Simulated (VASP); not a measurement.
# Hg (Fm-3m) in VASP: a series of runs

Hg is run at these levels: PBE+D3(BJ); tasks: single point, relaxation of cell and atoms.

Program: VASP 6.6.1. These are calculated values, not measurements. Logs are shortened: lines on timing, memory, paths and dates and some standing lists are left out, and cuts for length are marked.

## 1. The cell of the first run

It takes space group Fm-3m (No. 225, cubic). The conventional cell has a = 4.784 Å, b = 4.784 Å, c = 4.784 Å, α = 90.00°, β = 90.00°, γ = 90.00°. Hg (site symmetry m-3m) has 12 Hg at 3.38 Å within 4.4 Å.

## 2. Single point, PBE+D3(BJ)

Contents of INCAR:

```
PREC = Accurate ; ENCUT = 520
EDIFF = 1E-6 ; ISMEAR = 0
SIGMA = 0.1 ; LREAL = False
LASPH = True ; NELM = 100
ALGO = Fast ; ISIF = 2
LWAVE = False ; LCHARG = False
GGA = PE ; IVDW = 12
NBANDS = 12
```

Contents of KPOINTS:

```
regular mesh
0
Gamma
  6 6 6
```

Contents of POSCAR:

```
Hg
1.0
    0.0000000000      2.3919113801      2.3919113801
    2.3919113801      0.0000000000      2.3919113801
    2.3919113801      2.3919113801      0.0000000000
Hg
1
Direct
    0.0000000000      0.0000000000      0.0000000000
```

Potentials or basis: VASP PAW PBE potentials, release 64 (Hg).

Run with:

```bash
$ cat potpaw_PBE.64/Hg/POTCAR > POTCAR
$ mpirun -np 1 vasp_std > vasp.out
```

OUTCAR:

```text
PREC = Accurate
   ENCUT = 520
   EDIFF = 1E-6
   ISMEAR = 0
   LREAL = False
   LASPH = True
   NELM = 100
   ISIF = 2
   GGA = PE
   IVDW = 12
 IVDW          = 12

 ion  position               nearest neighbor table
   1  0.000  0.000  0.000-

  LATTYP: Found a face centered cubic cell.
 ALAT       =     4.7838227602

  Lattice vectors:

 A1 = (   0.0000000000,   2.3919113801,   2.3919113801)
 A2 = (   2.3919113801,   0.0000000000,   2.3919113801)
 A3 = (   2.3919113801,   2.3919113801,   0.0000000000)

Analysis of symmetry for initial positions (statically):
=====================================================================
 Subroutine PRICEL returns:
 Original cell was already a primitive cell.

 Routine SETGRP: Setting up the symmetry group for a
 face centered cubic supercell.

 Subroutine GETGRP returns: Found 48 space group operations
 (whereof 48 operations were pure point group operations)
 out of a pool of 48 trial point group operations.

The static configuration has the point symmetry O_h .

Analysis of symmetry for dynamics (positions and initial velocities):
=====================================================================
 Subroutine PRICEL returns:
 Original cell was already a primitive cell.

 Routine SETGRP: Setting up the symmetry group for a
 face centered cubic supercell.

 Subroutine GETGRP returns: Found 48 space group operations
 (whereof 48 operations were pure point group operations)
 out of a pool of 48 trial point group operations.

The dynamic configuration has the point symmetry O_h .

 Subroutine INISYM returns: Found 48 space group operations
 (whereof 48 operations are pure point group operations),
 and found     1 'primitive' translations

----------------------------------------------------------------------------------------

                                     Primitive cell

  volume of cell :      27.3694

  direct lattice vectors                    reciprocal lattice vectors
     0.000000000  2.391911380  2.391911380    -0.209037845  0.209037845  0.209037845
     2.391911380  0.000000000  2.391911380     0.209037845 -0.209037845  0.209037845
     2.391911380  2.391911380  0.000000000     0.209037845  0.209037845 -0.209037845

  length of vectors
     3.382673514  3.382673514  3.382673514     0.362064168  0.362064168  0.362064168

  position of ions in fractional coordinates (direct lattice)
     0.000000000  0.000000000  0.000000000

  ion indices of the primitive-cell ions
   primitive index   ion index
                 1           1

----------------------------------------------------------------------------------------

 KPOINTS: regular mesh

Automatic generation of k-mesh.
 Grid dimensions read from file:
 generate k-points for:    6    6    6

 Generating k-lattice:

  Cartesian coordinates                     Fractional coordinates (reciprocal lattice)
    -0.034839641  0.034839641  0.034839641     0.166666667  0.000000000  0.000000000
     0.034839641 -0.034839641  0.034839641     0.000000000  0.166666667  0.000000000
     0.034839641  0.034839641 -0.034839641     0.000000000  0.000000000  0.166666667

  Length of vectors
     0.060344028  0.060344028  0.060344028

  Shift w.r.t. Gamma in fractional coordinates (k-lattice)
     0.000000000  0.000000000  0.000000000

 Subroutine IBZKPT returns following result:
 ===========================================

 Found     16 irreducible k-points:

 Following reciprocal coordinates:
            Coordinates               Weight
  0.000000  0.000000  0.000000      1.000000
  0.166667  0.000000  0.000000      8.000000
  0.333333  0.000000  0.000000      8.000000
  0.500000  0.000000  0.000000      4.000000
  0.166667  0.166667  0.000000      6.000000
  0.333333  0.166667  0.000000     24.000000
[... 8 lines left out ...]
 -0.333333  0.333333  0.166667     24.000000
 -0.333333  0.500000  0.166667     12.000000
   k-points           NKPTS =     16   k-points in BZ     NKDIM =     16   number of bands    NBANDS=     12
   number of dos      NEDOS =    301   number of ions     NIONS =      1
   total plane-waves  NPLWV =  21952
   dimension x,y,z NGX =    28 NGY =   28 NGZ =   28
   dimension x,y,z NGXF=    56 NGYF=   56 NGZF=   56
   ions per type =               1
   NGX,Y,Z   is equivalent  to a cutoff of  13.76, 13.76, 13.76 a.u.
   NGXF,Y,Z  is equivalent  to a cutoff of  27.52, 27.52, 27.52 a.u.
 SYSTEM =  unknown system
   PREC   = accura    normal or accurate (medium, high low for compatibility)
   ISTART =      0    job   : 0-new  1-cont  2-samecut
   ICHARG =      2    charge: 1-file 2-atom 10-const
   ISPIN  =      1    spin polarized calculation?
   LNONCOLLINEAR =      F non collinear calculations
   LSORBIT =      F    spin-orbit coupling
   LASPH  =      T    aspherical Exc in radial PAW
   ENCUT  =  520.0 eV  38.22 Ry    6.18 a.u.   6.29  6.29  6.29*2*pi/ulx,y,z
   NELM   =    100;   NELMIN=  2; NELMDL= -5     # of ELM steps
   EDIFF  = 0.1E-05   stopping-criterion for ELM
   LREAL  =      F    real-space projection
   EDIFFG = 0.1E-04   stopping-criterion for IOM
   NSW    =      0    number of steps for IOM
   IBRION =     -1    ionic relax: 0-MD 1-quasi-New 2-CG
   NFREE  =      0    steps in history (QN), initial steepest desc. (CG)
   ISIF   =      2    stress and relaxation
   ISYM   =      2    0-nonsym 1-usesym 2-fastsym
   POTIM  = 0.5000    time-step for ionic-motion
   TEBEG  =    0.0;   TEEND  =   0.0 temperature during run
   PSTRESS=    0.0 pullay stress
   NELECT =      12.0000    total number of electrons
   NUPDOWN=      -1.0000    fix difference up-down
   EMIN   =  10.00;   EMAX   =-10.00  energy-range for DOS
   EFERMI =   0.00;   METHOD = LEGACY
   ISMEAR =     0;   SIGMA  =   0.10  broadening in eV -4-tet -1-fermi 0-gaus
   EFERMI_NEDOS =   21; number of points for ismear=-14 and -15
   IALGO  =     68    algorithm
   IMIX   =      4    mixing-type and parameters
     AMIX     =   0.40;   BMIX     =  1.00
     AMIX_MAG =   1.60;   BMIX_MAG =  1.00
  volume/ion in A,a.u.               =      27.37       184.70
  Fermi-wavevector in a.u.,A,eV,Ry     =   1.243694  2.350241 21.045144  1.546774
  Thomas-Fermi vector in A             =   2.377993
   LORBIT       =      0    0 simple, 1 ext, 2 COOP (PROOUT), +10 PAW based schemes
   GGA     = PE    functional components
   LHFCALC =     F    Hartree Fock is set to
   AEXX    =    0.0000 exact exchange contribution
   IVDW    =    12    specifies the selected vdW correction
   LEPSILON=     F    determine dielectric tensor
   LRPA    =     F    only Hartree local field effects (RPA)
 non-spin polarized calculation
 RMM-DIIS sequential band-by-band and
 Gauss-broadening in eV      SIGMA  =   0.10
  energy-cutoff  :      520.00
  volume of cell :       27.37
 maximum number of plane-waves:       754
 NGX is ok and might be reduce to    28
   NGX = 13   NGY = 13   NGZ = 13

 number of electron      11.9999999 magnetization

 Free energy of the ion-electron system (eV)
  ---------------------------------------------------
  ext. energy  EPLUGINS =         0.00000000
  ---------------------------------------------------
  free energy    TOTEN  =        -0.16290084 eV

  energy without entropy =       -0.15980932  energy(sigma->0) =       -0.16135508

 E-fermi :   1.5729     XC(G=0): -10.0470

 val. band max:        1.5663853896   @ k =   0.5000   0.5000   0.0000
 cond. band min:       1.8986618112   @ k =   0.5000   0.5000   0.0000
 fundamental gap:      0.3322764216
 Fermi energy:         1.5729112213

 k-point     1 :       0.0000    0.0000    0.0000
  band No.  band energies     occupation
      1      -6.2453      2.00000
      2      -4.9093      2.00000
      3      -4.9093      2.00000
      4      -4.9093      2.00000
      5      -4.4426      2.00000
      6      -4.4426      2.00000
      7      14.9193      0.00000
      8      15.0908      0.00000
      9      15.0908      0.00000
     10      15.0908      0.00000
     11      19.0029      0.00000
     12      19.9293      0.00000

 k-point     2 :       0.1667    0.0000    0.0000
  band No.  band energies     occupation
      1      -5.6999      2.00000
      2      -4.8717      2.00000
      3      -4.8220      2.00000
      4      -4.8220      2.00000
      5      -4.4425      2.00000
      6      -4.4425      2.00000
      7      10.4615      0.00000
      8      14.5817      0.00000
      9      14.5817      0.00000
     10      15.0358      0.00000
     11      18.5786      0.00000
     12      19.8709      0.00000

 k-point     3 :       0.3333    0.0000    0.0000
  band No.  band energies     occupation
      1      -5.5015      2.00000
      2      -4.8474      2.00000
      3      -4.8474      2.00000
      4      -4.2172      2.00000
      5      -4.2172      2.00000
      6      -3.2091      2.00000
      7       4.8999      0.00000
      8      13.5038      0.00000
      9      13.5038      0.00000
     10      14.6071      0.00000
     11      17.8232      0.00000
     12      18.5608      0.00000
[... 166 lines left out ...]
 k-point    15 :      -0.3333    0.3333    0.1667
  band No.  band energies     occupation
      1      -5.0953      2.00000
      2      -5.0723      2.00000
      3      -4.7185      2.00000
      4      -4.4447      2.00000
      5      -4.0527      2.00000
      6       0.6455      2.00000
      7       2.9889      0.00000
      8       6.5414      0.00000
      9       8.4349      0.00000
     10      15.9680      0.00000
     11      18.4712      0.00000
     12      21.3819      0.00000

 k-point    16 :      -0.3333    0.5000    0.1667
  band No.  band energies     occupation
      1      -5.2694      2.00000
      2      -5.2540      2.00000
      3      -4.4860      2.00000
      4      -4.2863      2.00000
      5      -3.9387      2.00000
      6       1.5177      1.56495
      7       3.2149      0.00000
      8       6.0776      0.00000
      9       6.7538      0.00000
     10      15.8279      0.00000
     11      16.4483      0.00000
     12      21.5290      0.00000

------------------------ aborting loop because EDIFF is reached ----------------------------------------

 Edisp (eV)   -0.38278

 E8    (eV) :    -0.1739

  FORCE on cell =-STRESS in cart. coord.  units (eV):
  Direction    XX          YY          ZZ          XY          YZ          ZX
  --------------------------------------------------------------------------------------
  -------------------------------------------------------------------------------------
  Total      -0.12415    -0.12415    -0.12415     0.00000    -0.00000     0.00000
  in kB      -7.26769    -7.26769    -7.26769     0.00000    -0.00000     0.00000
  external pressure =       -7.27 kB  Pullay stress =        0.00 kB

 VOLUME and BASIS-vectors are now :
 -----------------------------------------------------------------------------
  energy-cutoff  :      520.00
  volume of cell :       27.37
      direct lattice vectors                 reciprocal lattice vectors
     0.000000000  2.391911380  2.391911380    -0.209037845  0.209037845  0.209037845
     2.391911380  0.000000000  2.391911380     0.209037845 -0.209037845  0.209037845
     2.391911380  2.391911380  0.000000000     0.209037845  0.209037845 -0.209037845

 POSITION                                       TOTAL-FORCE (eV/Angst)
 -----------------------------------------------------------------------------------
      0.00000      0.00000      0.00000         0.000000      0.000000      0.000000
 -----------------------------------------------------------------------------------
    total drift:                               -0.000000     -0.000000     -0.000000

  FREE ENERGIE OF THE ION-ELECTRON SYSTEM (eV)
  ---------------------------------------------------
  free  energy   TOTEN  =        -0.5456852149 eV

  energy  without entropy=       -0.5425936932  energy(sigma->0) =       -0.54413945
```

It took 11 s on 1 thread of AMD EPYC 7R13, shared host; peak memory 0.13 GiB.

What came out:

| Item | Value |
| --- | --- |
| Free energy | -0.5457 eV |
| Pressure | -0.7 GPa |
| Band gap on the k mesh | zero (bands 6 and 7 overlap by 0.89 eV) |
| Dispersion energy per atom | -0.383 eV |

Levels at points of the mesh, in eV from the Fermi level:
| k point | band 4 | band 5 | band 6 | band 7 | band 8 | band 9 |
| --- | --- | --- | --- | --- | --- | --- |
| (0.00, 0.00, 0.00) | -6.48 | -6.02 | -6.02 | 13.35 | 13.52 | 13.52 |
| (0.50, 0.00, 0.00) | -5.62 | -5.62 | -1.79 | -0.89 | 11.36 | 11.36 |
| (0.50, 0.50, 0.00) | -5.51 | -5.51 | -0.01 | 0.33 | 6.67 | 6.67 |

Caveat: the k points lie up to 0.38 Å⁻¹ apart, too coarse for converged energies and pressures of a metal; spin-orbit coupling is left out, which moves the levels of the heavy elements.

## 3. Single point, PBE+D3(BJ)

This run uses another cell than the first one, of 24.87 Å³/atom.

Contents of INCAR:

```
SYSTEM = Hg
PREC = Accurate ; ENCUT = 520
EDIFF = 1E-7 ; ISMEAR = 0
SIGMA = 0.1 ; LREAL = .FALSE.
LASPH = .TRUE. ; NELM = 60
ALGO = Normal ; ISIF = 2
LWAVE = .FALSE. ; LCHARG = .TRUE.
GGA = PE ; IVDW = 12
LELF = .TRUE. ; LVHAR = .TRUE.
NBANDS = 12
```

Contents of KPOINTS:

```
regular mesh
0
G
  16 16 16
  0 0 0
```

Contents of POSCAR:

```
Hg
1.0
    0.0000000000      2.3168736644      2.3168736644
    2.3168736644      0.0000000000      2.3168736644
    2.3168736644      2.3168736644      0.0000000000
Hg
1
Direct
    0.0000000000      0.0000000000      0.0000000000
```

Potentials or basis: VASP PAW PBE potentials, release 64 (Hg).

Run with:

```bash
$ cat potpaw_PBE.64/Hg/POTCAR > POTCAR
$ mpirun -np 1 vasp_std > vasp.out
```

Run time: 43 s. Hardware: 1 thread of AMD EPYC 7R13, shared host; peak memory 0.15 GiB.

Results (log left out):

```
Free energy                : -0.5469 eV
Pressure                   : 0.2 GPa
Band gap on the k mesh     : zero (bands 6 and 7 overlap by 1.58 eV)
Dispersion energy per atom : -0.421 eV
```

Levels at points of the mesh, in eV from the Fermi level:
| k point | band 3 | band 4 | band 5 | band 6 | band 7 | band 8 | band 9 | band 10 |
| --- | --- | --- | --- | --- | --- | --- | --- | --- |
| (0.00, 0.00, 0.00) | -6.70 | -6.70 | -6.13 | -6.13 | 13.62 | 14.43 | 14.43 | 14.43 |
| (0.50, 0.00, 0.00) | -6.70 | -5.65 | -5.65 | -1.57 | -1.23 | 12.16 | 12.16 | 12.89 |
| (0.50, 0.50, 0.00) | -5.68 | -5.52 | -5.52 | 0.11 | 0.40 | 6.98 | 6.98 | 11.21 |

Caveat: spin-orbit coupling is left out, which moves the levels of the heavy elements.

## 4. Single point, PBE+D3(BJ)

This run uses another cell than the first one, of 24.87 Å³/atom.

Contents of INCAR:

```
ALGO = Fast
EDIFF = 1E-6
ENCUT = 520
GGA = PE
ISIF = 2
ISMEAR = 0
IVDW = 12
LASPH = T
LCHARG = T
LELF = T
LREAL = F
LVHAR = T
LWAVE = F
NBANDS = 12
NELM = 60
PREC = Accurate
SIGMA = 0.1
```

Contents of KPOINTS:

```
k-points
0
Gamma
  16 16 16
```

POSCAR is that of step 3.

Run with:

```bash
$ cat potpaw_PBE.64/Hg/POTCAR > POTCAR
$ mpirun -np 1 vasp_std > vasp.out
```

Run time: 45 s. Hardware: 1 thread of AMD EPYC 7R13, shared host; peak memory 0.15 GiB.

It converged, with:

```yaml
Free_energy: -0.5469 eV
Pressure: 0.3 GPa
Band_gap_on_the_k_mesh: zero (bands 6 and 7 overlap by 1.58 eV)
Dispersion_energy_per_atom: -0.421 eV
```

Levels at points of the mesh, in eV from the Fermi level:
```csv
k point,band 3,band 4,band 5,band 6,band 7,band 8,band 9,band 10
"(0.00, 0.00, 0.00)",-6.70,-6.70,-6.13,-6.13,13.62,14.43,14.43,14.43
"(0.50, 0.00, 0.00)",-6.70,-5.65,-5.65,-1.57,-1.22,12.16,12.16,12.89
"(0.50, 0.50, 0.00)",-5.68,-5.52,-5.52,0.11,0.40,6.98,6.98,11.21
```

Caveat: spin-orbit coupling is left out, which moves the levels of the heavy elements.

[end of part 1 of 2]
